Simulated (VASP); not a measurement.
# RbHgBr2 (P4/mmm) in VASP: further runs

The runs below take RbHgBr2 through single point, relaxation of cell and atoms, with PBE.

All numbers are computed with VASP 6.6.1; they aren't measurements. Logs are shortened: lines on timing, memory, paths and dates and some standing lists are left out, and cuts for length are marked.

## 1. The cell of the first run

It takes space group P4/mmm (No. 123, tetragonal). The conventional cell has a = 5.346 Å, b = 5.346 Å, c = 4.935 Å, α = 90.00°, β = 90.00°, γ = 90.00°. Within 4.8 Å of Rb (site symmetry 4/mmm) lie 8 Br at 3.64 Å and 8 Hg at 4.51 Å. Hg (site symmetry 4/mmm) has 4 Br at 2.67 Å within 3.5 Å. Within 3.5 Å of Br (site symmetry mmm) lie 2 Hg at 2.67 Å.

## 2. Single point, PBE

Contents of INCAR:

```
  PREC = Accurate
  ENCUT = 520
  EDIFF = 1E-6
  ISMEAR = 0
  SIGMA = 0.1
  LREAL = F
  LASPH = T
  NELM = 100
  ALGO = Normal
  ISIF = 2
  LWAVE = F
  LCHARG = F
  GGA = PE
  NBANDS = 26
```

Contents of KPOINTS:

```
Automatic mesh
0
Gamma
  4 4 4
```

Contents of POSCAR:

```
RbHgBr2
1.0
    5.3460000000      0.0000000000      0.0000000000
    0.0000000000      5.3460000000      0.0000000000
    0.0000000000      0.0000000000      4.9346513600
Rb Hg Br
1 1 2
Direct
    0.5000000000      0.5000000000      0.5000000000
    0.0000000000      0.0000000000      0.0000000000
    0.5000000000      0.0000000000      0.0000000000
    0.0000000000      0.5000000000      0.0000000000
```

Potentials or basis: VASP PAW PBE potentials, release 64 (Rb_sv, Hg, Br).

On the command line:

```console
$ cat potpaw_PBE.64/Rb_sv/POTCAR potpaw_PBE.64/Hg/POTCAR potpaw_PBE.64/Br/POTCAR > POTCAR
$ mpirun -np 1 vasp_std > vasp.out
```

OUTCAR:

```text
PREC = Accurate
   ENCUT = 520
   EDIFF = 1E-6
   ISMEAR = 0
   LREAL = F
   LASPH = T
   NELM = 100
   ISIF = 2
   GGA = PE

 ion  position               nearest neighbor table
   1  0.500  0.500  0.500-   3 3.64   4 3.64   3 3.64   4 3.64   3 3.64   3 3.64   4 3.64   4 3.64
                             2 4.51   2 4.51   2 4.51   2 4.51   2 4.51   2 4.51   2 4.51   2 4.51
   2  0.000  0.000  0.000-   3 2.67   4 2.67   4 2.67   3 2.67   1 4.51   1 4.51   1 4.51   1 4.51
                             1 4.51   1 4.51   1 4.51   1 4.51
   3  0.500  0.000  0.000-   2 2.67   2 2.67   1 3.64   1 3.64   1 3.64   1 3.64
   4  0.000  0.500  0.000-   2 2.67   2 2.67   1 3.64   1 3.64   1 3.64   1 3.64

  LATTYP: Found a simple tetragonal cell.
 ALAT       =     5.3460000000
 C/A-ratio  =     0.9230548747

  Lattice vectors:

 A1 = (   5.3460000000,   0.0000000000,   0.0000000000)
 A2 = (   0.0000000000,   5.3460000000,   0.0000000000)
 A3 = (   0.0000000000,   0.0000000000,   4.9346513600)

Analysis of symmetry for initial positions (statically):
=====================================================================
 Subroutine PRICEL returns:
 Original cell was already a primitive cell.

 Routine SETGRP: Setting up the symmetry group for a
 simple tetragonal supercell.

 Subroutine GETGRP returns: Found 16 space group operations
 (whereof 16 operations were pure point group operations)
 out of a pool of 16 trial point group operations.

The static configuration has the point symmetry D_4h.

Analysis of symmetry for dynamics (positions and initial velocities):
=====================================================================
 Subroutine PRICEL returns:
 Original cell was already a primitive cell.

 Routine SETGRP: Setting up the symmetry group for a
 simple tetragonal supercell.

 Subroutine GETGRP returns: Found 16 space group operations
 (whereof 16 operations were pure point group operations)
 out of a pool of 16 trial point group operations.

The dynamic configuration has the point symmetry D_4h.

 Subroutine INISYM returns: Found 16 space group operations
 (whereof 16 operations are pure point group operations),
 and found     1 'primitive' translations

----------------------------------------------------------------------------------------

                                     Primitive cell

  volume of cell :     141.0309

  direct lattice vectors                    reciprocal lattice vectors
     5.346000000  0.000000000  0.000000000     0.187055743  0.000000000  0.000000000
     0.000000000  5.346000000  0.000000000     0.000000000  0.187055743  0.000000000
     0.000000000  0.000000000  4.934651360     0.000000000  0.000000000  0.202648562

  length of vectors
     5.346000000  5.346000000  4.934651360     0.187055743  0.187055743  0.202648562

  position of ions in fractional coordinates (direct lattice)
     0.500000000  0.500000000  0.500000000
     0.000000000  0.000000000  0.000000000
     0.500000000  0.000000000  0.000000000
     0.000000000  0.500000000  0.000000000

  ion indices of the primitive-cell ions
   primitive index   ion index
                 1           1
                 2           2
                 3           3
                 4           4

----------------------------------------------------------------------------------------

 KPOINTS: Automatic mesh

Automatic generation of k-mesh.
 Grid dimensions read from file:
 generate k-points for:    4    4    4

 Generating k-lattice:

  Cartesian coordinates                     Fractional coordinates (reciprocal lattice)
     0.046763936  0.000000000  0.000000000     0.250000000  0.000000000  0.000000000
     0.000000000  0.046763936  0.000000000     0.000000000  0.250000000  0.000000000
     0.000000000  0.000000000  0.050662140     0.000000000  0.000000000  0.250000000

  Length of vectors
     0.046763936  0.046763936  0.050662140

  Shift w.r.t. Gamma in fractional coordinates (k-lattice)
     0.000000000  0.000000000  0.000000000

 Subroutine IBZKPT returns following result:
 ===========================================

 Found     18 irreducible k-points:

 Following reciprocal coordinates:
            Coordinates               Weight
  0.000000  0.000000  0.000000      1.000000
  0.250000  0.000000  0.000000      4.000000
  0.500000  0.000000  0.000000      2.000000
  0.250000  0.250000  0.000000      4.000000
  0.500000  0.250000  0.000000      4.000000
  0.500000  0.500000  0.000000      1.000000
[... 10 lines left out ...]
  0.500000  0.250000  0.500000      4.000000
  0.500000  0.500000  0.500000      1.000000
   k-points           NKPTS =     18   k-points in BZ     NKDIM =     18   number of bands    NBANDS=     26
   number of dos      NEDOS =    301   number of ions     NIONS =      4
   total plane-waves  NPLWV =  64000
   dimension x,y,z NGX =    40 NGY =   40 NGZ =   40
   dimension x,y,z NGXF=    80 NGYF=   80 NGZF=   80
   ions per type =               1   1   2
   NGX,Y,Z   is equivalent  to a cutoff of  12.44, 12.44, 13.48 a.u.
   NGXF,Y,Z  is equivalent  to a cutoff of  24.88, 24.88, 26.95 a.u.
 SYSTEM =  unknown system
   PREC   = accura    normal or accurate (medium, high low for compatibility)
   ISTART =      0    job   : 0-new  1-cont  2-samecut
   ICHARG =      2    charge: 1-file 2-atom 10-const
   ISPIN  =      1    spin polarized calculation?
   LNONCOLLINEAR =      F non collinear calculations
   LSORBIT =      F    spin-orbit coupling
   LASPH  =      T    aspherical Exc in radial PAW
   ENCUT  =  520.0 eV  38.22 Ry    6.18 a.u.   9.94  9.94  9.18*2*pi/ulx,y,z
   NELM   =    100;   NELMIN=  2; NELMDL= -5     # of ELM steps
   EDIFF  = 0.1E-05   stopping-criterion for ELM
   LREAL  =      F    real-space projection
   EDIFFG = 0.1E-04   stopping-criterion for IOM
   NSW    =      0    number of steps for IOM
   IBRION =     -1    ionic relax: 0-MD 1-quasi-New 2-CG
   NFREE  =      0    steps in history (QN), initial steepest desc. (CG)
   ISIF   =      2    stress and relaxation
   ISYM   =      2    0-nonsym 1-usesym 2-fastsym
   POTIM  = 0.5000    time-step for ionic-motion
   TEBEG  =    0.0;   TEEND  =   0.0 temperature during run
   PSTRESS=    0.0 pullay stress
   NELECT =      35.0000    total number of electrons
   NUPDOWN=      -1.0000    fix difference up-down
   EMIN   =  10.00;   EMAX   =-10.00  energy-range for DOS
   EFERMI =   0.00;   METHOD = LEGACY
   ISMEAR =     0;   SIGMA  =   0.10  broadening in eV -4-tet -1-fermi 0-gaus
   EFERMI_NEDOS =   21; number of points for ismear=-14 and -15
   IALGO  =     38    algorithm
   IMIX   =      4    mixing-type and parameters
     AMIX     =   0.40;   BMIX     =  1.00
     AMIX_MAG =   1.60;   BMIX_MAG =  1.00
  volume/ion in A,a.u.               =      35.26       237.93
  Fermi-wavevector in a.u.,A,eV,Ry     =   1.028788  1.944128 14.400482  1.058406
  Thomas-Fermi vector in A             =   2.162803
   LORBIT       =      0    0 simple, 1 ext, 2 COOP (PROOUT), +10 PAW based schemes
   GGA     = PE    functional components
   LHFCALC =     F    Hartree Fock is set to
   AEXX    =    0.0000 exact exchange contribution
   IVDW    =     0    specifies the selected vdW correction
   LEPSILON=     F    determine dielectric tensor
   LRPA    =     F    only Hartree local field effects (RPA)
 non-spin polarized calculation
 Gauss-broadening in eV      SIGMA  =   0.10
  energy-cutoff  :      520.00
  volume of cell :      141.03
 maximum number of plane-waves:      3832
 NGX is ok and might be reduce to    40
   NGX = 19   NGY = 19   NGZ = 19

 number of electron      34.9999995 magnetization

 Free energy of the ion-electron system (eV)
  ---------------------------------------------------
  ext. energy  EPLUGINS =         0.00000000
  ---------------------------------------------------
  free energy    TOTEN  =        -7.71521975 eV

  energy without entropy =       -7.71070886  energy(sigma->0) =       -7.71296430

 E-fermi :   1.7864     XC(G=0):  -7.8374

 val. band max:        1.6839024892   @ k =   0.2500   0.2500   0.2500
 cond. band min:       1.8604747411   @ k =   0.2500   0.2500   0.5000
 fundamental gap:      0.1765722519
 Fermi energy:         1.7863988027

 k-point     1 :       0.0000    0.0000    0.0000
  band No.  band energies     occupation
      1     -25.9451      2.00000
      2     -14.3304      2.00000
      3     -13.8713      2.00000
      4     -10.0675      2.00000
      5     -10.0675      2.00000
      6     -10.0009      2.00000
[... 18 lines left out ...]
     25       7.0812      0.00000
     26       8.8755      0.00000

 k-point     2 :       0.2500    0.0000    0.0000
  band No.  band energies     occupation
      1     -25.9447      2.00000
      2     -14.2414      2.00000
      3     -13.8999      2.00000
      4     -10.0659      2.00000
      5     -10.0509      2.00000
      6      -9.9961      2.00000
[... 18 lines left out ...]
     25       7.8356      0.00000
     26       8.2008      0.00000

 k-point     3 :       0.5000    0.0000    0.0000
  band No.  band energies     occupation
      1     -25.9443      2.00000
      2     -14.1272      2.00000
      3     -13.9502      2.00000
      4     -10.0642      2.00000
      5     -10.0344      2.00000
      6      -9.9914      2.00000
[... 18 lines left out ...]
     25       7.4484      0.00000
     26       8.7173      0.00000

 k-point     4 :       0.2500    0.2500    0.0000
  band No.  band energies     occupation
      1     -25.9443      2.00000
      2     -14.1567      2.00000
      3     -13.9185      2.00000
      4     -10.0501      2.00000
      5     -10.0469      2.00000
      6      -9.9912      2.00000
[... 18 lines left out ...]
     25       7.7248      0.00000
     26       8.2872      0.00000
[... 322 lines left out ...]
      1     -25.9421      2.00000
      2     -14.1504      2.00000
      3     -13.8945      2.00000
      4     -10.0699      2.00000
      5     -10.0699      2.00000
      6     -10.0244      2.00000
[... 18 lines left out ...]
     25       7.9329      0.00000
     26       8.7159      0.00000

 k-point    17 :       0.5000    0.2500    0.5000
  band No.  band energies     occupation
      1     -25.9418      2.00000
      2     -14.0152      2.00000
      3     -13.9429      2.00000
      4     -10.0929      2.00000
      5     -10.0686      2.00000
      6     -10.0519      2.00000
[... 18 lines left out ...]
     25       7.7619      0.00000
     26       8.3345      0.00000

 k-point    18 :       0.5000    0.5000    0.5000
  band No.  band energies     occupation
      1     -25.9415      2.00000
      2     -13.9308      2.00000
      3     -13.9308      2.00000
      4     -10.0917      2.00000
      5     -10.0917      2.00000
      6     -10.0853      2.00000
[... 18 lines left out ...]
     25       8.0492      0.00000
     26       8.3842      0.00000

------------------------ aborting loop because EDIFF is reached ----------------------------------------

  FORCE on cell =-STRESS in cart. coord.  units (eV):
  Direction    XX          YY          ZZ          XY          YZ          ZX
  --------------------------------------------------------------------------------------
  -------------------------------------------------------------------------------------
  Total        7.9118170      7.9118170     -0.6784952      0.0000000      0.0000000      0.0000000
  in kB       89.8819385     89.8819385     -7.7080228      0.0000000      0.0000000      0.0000000
  external PRESSURE =      57.3519514 kB  Pullay stress =       0.0000000 kB

 VOLUME and BASIS-vectors are now :
 -----------------------------------------------------------------------------
  energy-cutoff  :      520.00
  volume of cell :      141.03
      direct lattice vectors                 reciprocal lattice vectors
     5.346000000  0.000000000  0.000000000     0.187055743  0.000000000  0.000000000
     0.000000000  5.346000000  0.000000000     0.000000000  0.187055743  0.000000000
     0.000000000  0.000000000  4.934651360     0.000000000  0.000000000  0.202648562

 POSITION                                       TOTAL-FORCE (eV/Angst)
 -----------------------------------------------------------------------------------
      2.67300      2.67300      2.46733         0.000000      0.000000      0.000000
      0.00000      0.00000      0.00000         0.000000      0.000000      0.000000
      2.67300      0.00000      0.00000         0.000000      0.000000      0.000000
      0.00000      2.67300      0.00000         0.000000      0.000000      0.000000
 -----------------------------------------------------------------------------------
    total drift:                                0.000000      0.000000     -0.000000

  FREE ENERGIE OF THE ION-ELECTRON SYSTEM (eV)
  ---------------------------------------------------
  free  energy   TOTEN  =        -7.7152197465 eV

  energy  without entropy=       -7.7107088613  energy(sigma->0) =       -7.71296430
```

Wall time 58 s (1 thread of AMD EPYC 9R45 (Zen 5), shared host); peak memory 0.24 GiB.

Results:

| Quantity | Value |
| --- | --- |
| Free energy | -7.7152 eV |
| Pressure | 5.7 GPa |

Caveat: spin-orbit coupling is left out, which moves the levels of the heavy elements; an odd number of electrons without spin polarisation forces a metal; a magnetic or distorted state may lie lower.

(Part 1 of 2 ends here.)
